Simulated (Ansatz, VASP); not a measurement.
One calculation of Au, two programs

INCAR

```
PREC     = Accurate       # precision mode
ENCUT    = 520            # plane-wave cutoff, eV
EDIFF    = 1E-7           # SCF threshold, eV
ISMEAR   = -1             # smearing method
SIGMA    = 0.1            # smearing width, eV
LREAL    = False          # projectors in reciprocal space
LASPH    = True           # aspherical terms in the spheres
NELM     = 80             # most SCF steps
ALGO     = Normal         # electronic algorithm
ISIF     = 2              # what is computed and relaxed
LWAVE    = False          # write WAVECAR
LCHARG   = False          # write CHGCAR
GGA      = PE             # functional
NBANDS   = 12             # bands
```

File KPOINTS:

```
Automatic mesh
0
Gamma
  22 22 22
```

The input POSCAR:

```
Au
1.0
   -1.6290312857      1.6290312857      1.6290312857
    1.6290312857     -1.6290312857      1.6290312857
    1.6290312857      1.6290312857     -1.6290312857
Au
1
Direct
    0.0000000000      0.0000000000      0.0000000000
```

Input for Ansatz:

```yaml
crystal:
  lattice:
    - [-1.6290312857, 1.6290312857, 1.6290312857]
    - [1.6290312857, -1.6290312857, 1.6290312857]
    - [1.6290312857, 1.6290312857, -1.6290312857]
  atoms:
    - { symbol: Au, position: [0.0, 0.0, 0.0] }
hamiltonian:
  xc: pbe
  pseudopotentials:
    kind: paw
    azcp:
      Au: "pseudopotentials/Au.paw.azcp"
basis:
  ecutwfc: 420
  fft_grid_basis: typed
kpoints:
  mp_grid: { grid: [22, 22, 22], shift: [0, 0, 0] }
magnetization:
  spin_polarized: false
scf:
  occupations: { method: fermi_dirac, width: 0.1 }
output:
  stress: true
```

Alike in both runs: task single point; functional PBE; k mesh 22 × 22 × 22; occupations fermi-dirac, width 0.1 eV; no spin polarisation.

|  | VASP | Ansatz |
| --- | --- | --- |
| version | VASP 6.6.1 | Ansatz 0.2.0 |
| potentials or method | VASP PAW PBE potentials, release 64 (Au), cutoff 520 eV | plane waves (420 eV) with PAW, scalar-relativistic |
| valence electrons in the cell | 11 | 19 |

Ansatz gave:

| Item | Value |
| --- | --- |
| pressure (GPa) | 6.4 |

Question: What did VASP give for the same quantities?

Answer: Pressure (GPa): 6.1.

With one functional, cell and mesh, what is left measures potentials, basis and numerics. VASP's potentials hold 11 valence electrons a cell and Ansatz's 19, so a difference there can come from the potentials and not from the codes.

Spin-orbit coupling is off throughout.
